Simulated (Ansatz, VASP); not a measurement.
# W: VASP beside Ansatz

INCAR

```
PREC     = Accurate       # precision mode
ENCUT    = 500            # plane-wave cutoff, eV
EDIFF    = 1E-6           # SCF threshold, eV
ISMEAR   = 0              # smearing method
SIGMA    = 0.15           # smearing width, eV
LREAL    = False          # projectors in reciprocal space
LASPH    = True           # aspherical terms in the spheres
NELM     = 120            # most SCF steps
ALGO     = Normal         # electronic algorithm
ISIF     = 2              # what is computed and relaxed
LWAVE    = False          # write WAVECAR
LCHARG   = False          # write CHGCAR
GGA      = PE             # functional
NBANDS   = 13             # bands
GGA_COMPAT= False
```

File KPOINTS:

```
Automatic mesh
0
Gamma
  30 30 30
```

Contents of POSCAR:

```
W
1.0
   -1.5661009721      1.5661009721      1.6444060207
    1.5661009721     -1.5661009721      1.6444060207
    1.5661009721      1.5661009721     -1.6444060207
W
1
Direct
    0.0000000000      0.0000000000      0.0000000000
```

Input for Ansatz:

```yaml
crystal:
  lattice:
    - [-1.5661009721, 1.5661009721, 1.6444060207]
    - [1.5661009721, -1.5661009721, 1.6444060207]
    - [1.5661009721, 1.5661009721, -1.6444060207]
  atoms:
    - { symbol: W, position: [0.0, 0.0, 0.0] }
basis:
  ecutwfc: 420
kpoints:
  mp_grid: { grid: [30, 30, 30] }
hamiltonian:
  xc: pbe
scf:
  occupations: { method: gaussian, width: 0.15 }
output:
  forces: true
  stress: true
  eigenvalues: true
```

Alike in both runs: task single point; functional PBE; k mesh 30 × 30 × 30; occupations gaussian, width 0.15 eV; no spin polarisation.

```csv
,VASP,Ansatz
version,VASP 6.6.1,Ansatz 0.2.0
potentials or method,"VASP PAW PBE potentials, release 64 (W_sv), cutoff 500 eV","scalar-relativistic, plane waves, PAW"
valence electrons in the cell,14,14
```

```tsv
	VASP	Ansatz	Ansatz less VASP
gap on the k mesh at the Fermi level (eV)	none	none	-
pressure (GPa)	0.9	0.4	-0.49
traceless stress, the component that is largest in VASP (GPa)	-9.71	-9.72	-0.015
```

A gap of «none» marks a metal or a gap that the smearing closes.

Spin-orbit coupling is off throughout.
